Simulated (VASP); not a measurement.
# Ti (P6_3/mmc) in VASP: settings compared

Aim: see how the results for Ti move with the level of theory and the settings. Levels: LDA, b88 exchange, pbe correlation, PBE. Tasks: relaxation of cell and atoms, single point.

Program: VASP 6.6.1. These are calculated values, not measurements. Logs are shortened: lines on timing, memory, paths and dates and some standing lists are left out, and cuts for length are marked.

## Step 1: The cell of the first run

The structure is hexagonal, space group P6_3/mmc (No. 194). The conventional cell has a = 3.045 Å, b = 3.045 Å, c = 4.831 Å, α = 90.00°, β = 90.00°, γ = 120.00°. Within 3.9 Å of Ti (site symmetry -6m2) lie 12 Ti at 2.99 to 3.05 Å.

## Step 2: Relaxation of cell and atoms, LDA (19.40 Å³/atom)

File POSCAR:

```
Ti
1.0
    3.0452263406      0.0000000000      0.0000000000
   -1.5226131703      2.6372433713      0.0000000000
    0.0000000000      0.0000000000      4.8310709403
Ti
2
Direct
    0.6666666667      0.3333333333      0.7500000000
    0.3333333333      0.6666666667      0.2500000000
```

File INCAR.step1:

```
SYSTEM = Ti
GGA      = CA             ! functional
ISMEAR   = 1              ! smearing method
SIGMA    = 0.05           ! smearing width, eV
LWAVE    = .FALSE.        ! write WAVECAR
LCHARG   = .FALSE.        ! write CHGCAR
NSW      = 80             ! ionic steps
PREC     = Accurate       ! precision mode
LASPH    = .TRUE.         ! aspherical terms in the spheres
LREAL    = .FALSE.        ! projectors in reciprocal space
ALGO     = Normal         ! electronic algorithm
EDIFF    = 1E-7           ! SCF threshold, eV
NELM     = 120            ! most SCF steps
GGA_COMPAT= .FALSE.      
IBRION   = 2              ! ionic algorithm
ISIF     = 3              ! what is computed and relaxed
EDIFFG   = -0.002         ! ionic threshold
NELMIN   = 4            
ENCUT    = 720            ! plane-wave cutoff, eV
KPAR     = 4            
POTIM    = 0.5            ! step
```

File INCAR.step4:

```
SYSTEM = Ti
GGA      = CA             ! functional
ISMEAR   = 1              ! smearing method
SIGMA    = 0.05           ! smearing width, eV
LWAVE    = .FALSE.        ! write WAVECAR
LCHARG   = .FALSE.        ! write CHGCAR
PREC     = Accurate       ! precision mode
LASPH    = .TRUE.         ! aspherical terms in the spheres
LREAL    = .FALSE.        ! projectors in reciprocal space
ALGO     = Normal         ! electronic algorithm
EDIFF    = 1E-7           ! SCF threshold, eV
NELM     = 120            ! most SCF steps
GGA_COMPAT= .FALSE.      
ISIF     = 2              ! what is computed and relaxed
ENCUT    = 720            ! plane-wave cutoff, eV
KPAR     = 4
```

File KPOINTS:

```
Automatic mesh
0
Gamma
  14 14 8
  0 0 0
```

Potentials or basis: VASP PAW LDA potentials, release 64 (Ti_sv).

Launch:

```sh
$ cat potpaw_LDA.64/Ti_sv/POTCAR > POTCAR
$ cp INCAR.step1 INCAR
$ cp POSCAR.step1 POSCAR
$ mpirun -np 4 vasp_std > vasp.out
$ cp CONTCAR POSCAR
$ mpirun -np 4 vasp_std > vasp.out
$ cp CONTCAR POSCAR
$ mpirun -np 4 vasp_std > vasp.out
$ cp CONTCAR POSCAR
$ cp INCAR.step4 INCAR
$ mpirun -np 4 vasp_std > vasp.out
```

OUTCAR:

```text
SYSTEM = Ti
   GGA = CA
   ISMEAR = 1
   PREC = Accurate
   LASPH = .TRUE.
   LREAL = .FALSE.
   EDIFF = 1E-7
   NELM = 120
   ISIF = 2
   ENCUT = 720

 ion  position               nearest neighbor table
   1  0.667  0.333  0.750-   2 2.80   2 2.80   2 2.80   2 2.80   2 2.80   2 2.80
   2  0.333  0.667  0.250-   1 2.80   1 2.80   1 2.80   1 2.80   1 2.80   1 2.80

  LATTYP: Found a hexagonal cell.
 ALAT       =     2.8640324819
 C/A-ratio  =     1.5812862328

  Lattice vectors:

 A1 = (   2.8640324819,   0.0000000000,   0.0000000000)
 A2 = (  -1.4320162410,   2.4803248867,   0.0000000000)
 A3 = (   0.0000000000,   0.0000000000,   4.5288551339)

Analysis of symmetry for initial positions (statically):
=====================================================================
 Subroutine PRICEL returns:
 Original cell was already a primitive cell.

 Routine SETGRP: Setting up the symmetry group for a
 hexagonal supercell.

 Subroutine GETGRP returns: Found 24 space group operations
 (whereof 12 operations were pure point group operations)
 out of a pool of 24 trial point group operations.

The static configuration has the point symmetry D_3d.
 The point group associated with its full space group is D_6h.

Analysis of symmetry for dynamics (positions and initial velocities):
=====================================================================
 Subroutine PRICEL returns:
 Original cell was already a primitive cell.

 Routine SETGRP: Setting up the symmetry group for a
 hexagonal supercell.

 Subroutine GETGRP returns: Found 24 space group operations
 (whereof 12 operations were pure point group operations)
 out of a pool of 24 trial point group operations.

The dynamic configuration has the point symmetry D_3d.
 The point group associated with its full space group is D_6h.

 Subroutine INISYM returns: Found 24 space group operations
 (whereof 12 operations are pure point group operations),
 and found     1 'primitive' translations

----------------------------------------------------------------------------------------

                                     Primitive cell

  volume of cell :      32.1718

  direct lattice vectors                    reciprocal lattice vectors
     2.864032482  0.000000000  0.000000000     0.349158051  0.201586495  0.000000000
    -1.432016241  2.480324887  0.000000000     0.000000000  0.403172990  0.000000000
     0.000000000  0.000000000  4.528855134     0.000000000  0.000000000  0.220806356

  length of vectors
     2.864032482  2.864032482  4.528855134     0.403172990  0.403172990  0.220806356

  position of ions in fractional coordinates (direct lattice)
     0.666666667  0.333333333  0.750000000
[... 79 lines left out ...]
   LREAL  =      F    real-space projection
   EDIFFG = 0.1E-05   stopping-criterion for IOM
   NSW    =      0    number of steps for IOM
   IBRION =     -1    ionic relax: 0-MD 1-quasi-New 2-CG
   NFREE  =      0    steps in history (QN), initial steepest desc. (CG)
   ISIF   =      2    stress and relaxation
   ISYM   =      2    0-nonsym 1-usesym 2-fastsym
   POTIM  = 0.5000    time-step for ionic-motion
   TEBEG  =    0.0;   TEEND  =   0.0 temperature during run

   SCALEE = 1.0000    scale energy and forces
   PSTRESS=    0.0 pullay stress
   NELECT =      24.0000    total number of electrons
   NUPDOWN=      -1.0000    fix difference up-down
   EMIN   =  10.00;   EMAX   =-10.00  energy-range for DOS
   EFERMI =   0.00;   METHOD = LEGACY
   ISMEAR =     1;   SIGMA  =   0.05  broadening in eV -4-tet -1-fermi 0-gaus
   EFERMI_NEDOS =   21; number of points for ismear=-14 and -15
   IALGO  =     38    algorithm
   IMIX   =      4    mixing-type and parameters
     AMIX     =   0.40;   BMIX     =  1.00
     AMIX_MAG =   1.60;   BMIX_MAG =  1.00
  volume/ion in A,a.u.               =      16.09       108.55
  Fermi-wavevector in a.u.,A,eV,Ry     =   1.484751  2.805772 29.993843  2.204485
  Thomas-Fermi vector in A             =   2.598249
   LORBIT       =      0    0 simple, 1 ext, 2 COOP (PROOUT), +10 PAW based schemes
   GGA     = CA    functional components
   LHFCALC =     F    Hartree Fock is set to
   AEXX    =    0.0000 exact exchange contribution
   IVDW    =     0    specifies the selected vdW correction
   LEPSILON=     F    determine dielectric tensor
   LRPA    =     F    only Hartree local field effects (RPA)

   CSHIFT  =0.1000    complex shift for real part using Kramers Kronig

   OMEGAMAX=  -1.0    maximum frequency
 non-spin polarized calculation
 Methfessel and Paxton  Order N= 1 SIGMA  =   0.05
  energy-cutoff  :      720.00
  volume of cell :       32.17
 maximum number of plane-waves:      1448
 NGX is ok and might be reduce to    28
   NGX = 13   NGY = 13   NGZ = 19

 number of electron      24.0000003 magnetization

 Free energy of the ion-electron system (eV)
  ---------------------------------------------------
  ext. energy  EPLUGINS =         0.00000000
  ---------------------------------------------------
  free energy    TOTEN  =       -17.10045425 eV

  energy without entropy =      -17.10046970  energy(sigma->0) =      -17.10045940

 E-fermi :   8.9596     XC(G=0): -12.1569

 val. band max:        8.9085821172   @ k =   0.2143   0.2143   0.5000
 cond. band min:       8.9610315749   @ k =   0.0714   0.0714   0.1250
 fundamental gap:      0.0524494577
 Fermi energy:         8.9596380196

 k-point     1 :       0.0000    0.0000    0.0000
  band No.  band energies     occupation
      1     -47.1265      2.00000
      2     -46.9288      2.00000
      3     -24.2063      2.00000
      4     -23.3670      2.00000
      5     -23.3670      2.00000
      6     -23.2698      2.00000
[... 433 lines left out ...]
      3     -23.8846      2.00000
      4     -23.7293      2.00000
      5     -23.7253      2.00000
      6     -23.6776      2.00000
[... 8 lines left out ...]
     15      10.5132      0.00000
     16      12.1789      0.00000

 [... further k-points ...]
[... 5 lines left out ...]
  --------------------------------------------------------------------------------------
  -------------------------------------------------------------------------------------
  Total        0.0033928      0.0033928     -0.0003971     -0.0000000      0.0000000     -0.0000000
  in kB        0.1689655      0.1689655     -0.0197735     -0.0000000      0.0000000     -0.0000000
  external PRESSURE =       0.1060525 kB  Pullay stress =       0.0000000 kB

 VOLUME and BASIS-vectors are now :
 -----------------------------------------------------------------------------
  energy-cutoff  :      720.00
  volume of cell :       32.17
      direct lattice vectors                 reciprocal lattice vectors
     2.864032482  0.000000000  0.000000000     0.349158051  0.201586495  0.000000000
    -1.432016241  2.480324887  0.000000000     0.000000000  0.403172990  0.000000000
     0.000000000  0.000000000  4.528855134     0.000000000  0.000000000  0.220806356

 POSITION                                       TOTAL-FORCE (eV/Angst)
 -----------------------------------------------------------------------------------
      1.43202      0.82677      3.39664         0.000000     -0.000000      0.000000
     -0.00000      1.65355      1.13221        -0.000000      0.000000      0.000000
 -----------------------------------------------------------------------------------
    total drift:                               -0.000000      0.000000     -0.000000

  FREE ENERGIE OF THE ION-ELECTRON SYSTEM (eV)
  ---------------------------------------------------
  free  energy   TOTEN  =       -17.1004542493 eV

  energy  without entropy=      -17.1004697028  energy(sigma->0) =      -17.10045940
```

Run time: 4.1 min. Hardware: 4 MPI ranks of Intel Xeon Platinum 8488C (Sapphire Rapids), shared host; peak memory 0.25 GiB.

Results:

| Property | Result |
| --- | --- |
| Free energy | -17.1005 eV |
| Relaxed volume | 16.09 Å³/atom |
| Relaxed cell | a = 2.864 Å, b = 2.864 Å, c = 4.529 Å, α = 90.00°, β = 90.00°, γ = 120.00° |
| Space group after relaxing (to 0.1 Å) | P6_3/mmc (No. 194) |
| Energy gained by relaxing | 201.2 meV/atom |
| Ionic steps | 16 |
| Pressure after relaxing | 0.0 GPa |
| Band gap on the k mesh | zero (bands 12 and 13 overlap by 1.02 eV) |

Step by step:
| step | energy change (eV) | largest force (eV/Å) | pressure (GPa) | volume (Å³) |
| --- | --- | --- | --- | --- |
| 1 | 0.0000 | 0.0000 | -16.94 | 38.80 |
| 2 | -0.1910 | 0.0000 | 19.61 | 28.38 |
| 3 | -0.4036 | 0.0000 | -0.28 | 32.25 |
| 4 | -0.4036 | 0.0000 | 0.20 | 32.13 |
| 5 | -0.4036 | 0.0000 | -0.14 | 32.22 |
| 6 | -0.4037 | 0.0000 | -0.01 | 32.18 |
| 7 | -0.4037 | 0.0000 | -0.01 | 32.18 |
| 8 | -0.4037 | 0.0000 | 0.10 | 32.16 |
| 9 | -0.4037 | 0.0000 | 0.01 | 32.18 |
| 10 | -0.4024 | 0.0000 | -0.02 | 32.18 |
| 11 | -0.4024 | 0.0000 | 0.00 | 32.17 |
| 12 | -0.4024 | 0.0000 | 0.01 | 32.17 |
| 13 | -0.4024 | 0.0000 | -0.01 | 32.18 |
| 14 | -0.4024 | 0.0000 | -0.03 | 32.18 |
| 15 | -0.4024 | 0.0000 | -0.03 | 32.17 |
| 16 | -0.4024 | 0.0000 | -0.01 | 32.17 |

Final structure:
```
CELL_PARAMETERS angstrom
2.86403 0.00000 0.00000
-1.43202 2.48032 0.00000
0.00000 0.00000 4.52886
ATOMIC_POSITIONS crystal
Ti 0.66667 0.33333 0.75000
Ti 0.33333 0.66667 0.25000
```

Levels at points of the mesh, in eV from the Fermi level:
```
           k point  band 10  band 11  band 12  band 13  band 14  band 15
(0.00, 0.00, 0.00)    -2.91     0.75     0.75     0.90     1.10     1.31
(0.50, 0.00, 0.00)    -2.43    -2.09    -0.50     0.40     0.66     1.25
(0.00, 0.00, 0.50)    -4.36     0.06     0.06     0.64     0.64     0.64
(0.50, 0.00, 0.50)    -2.78    -0.95    -0.95     1.59     1.59     1.80
```

Caveat: the volume moved by over 15 % at a fixed basis, so the end points are rough.

[end of part 1 of 3]
